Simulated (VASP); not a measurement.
Set up this calculation in VASP 6.6.1, as the native input.

| Quantity | Value |
| --- | --- |
| Task | single point |
| Functional | PBEsol |
| Potentials or basis | VASP PAW PBE potentials, release 64 (Mg, O) |
| Cutoff | 520 eV |
| k mesh | 9 × 9 × 6 |
| Occupations | gaussian, width 0.05 eV |
| Spin | no spin polarisation |
| Dipole correction | no |
| Further INCAR settings | ALGO = Normal; EDIFF = 1e-07; NBANDS = 16 |

The structure of MgO lies in POSCAR:

```
MgO
1.0
    3.3310156235      0.0000000000      0.0000000000
   -1.6655078117      2.8847441503      0.0000000000
    0.0000000000      0.0000000000      4.2480442246
Mg O
2 2
Direct
    0.6666666667      0.3333333333      0.7500000000
    0.3333333333      0.6666666667      0.2500000000
    0.6666666667      0.3333333333      0.2500000000
    0.3333333333      0.6666666667      0.7500000000
```

This cell differs from its parent crystal: volume 10.205 Å^3 an atom, c/a of the conventional cell 1.2753.

One way to write it, as run:

INCAR

```
SYSTEM = MgO
PREC = Accurate ; ENCUT = 520
EDIFF = 1E-7 ; ISMEAR = 0
SIGMA = 0.05 ; LREAL = .FALSE.
LASPH = .TRUE. ; NELM = 100
ALGO = Normal ; ISIF = 2
LWAVE = .FALSE. ; LCHARG = .FALSE.
GGA = PS ; NBANDS = 16
```

KPOINTS

```
Automatic mesh
0
G
  9 9 6
  0 0 0
```

Potentials or basis: VASP PAW PBE potentials, release 64 (Mg, O).

Command:

```sh
$ cat potpaw_PBE.64/Mg/POTCAR potpaw_PBE.64/O/POTCAR > POTCAR
$ mpirun -np 1 vasp_std > vasp.out
```

Results of the run:

| Item | Value |
| --- | --- |
| Pressure | 13.4 GPa |
| Band gap on the k mesh | 3.65 eV, direct |

Caveat: the PAW data sets were made with another functional, which shifts forces and pressure a little.

It took 34 s on 1 thread of Intel(R) Xeon(R) Platinum 8488C (Sapphire Rapids), on a shared host, peak memory 0.17 GiB.
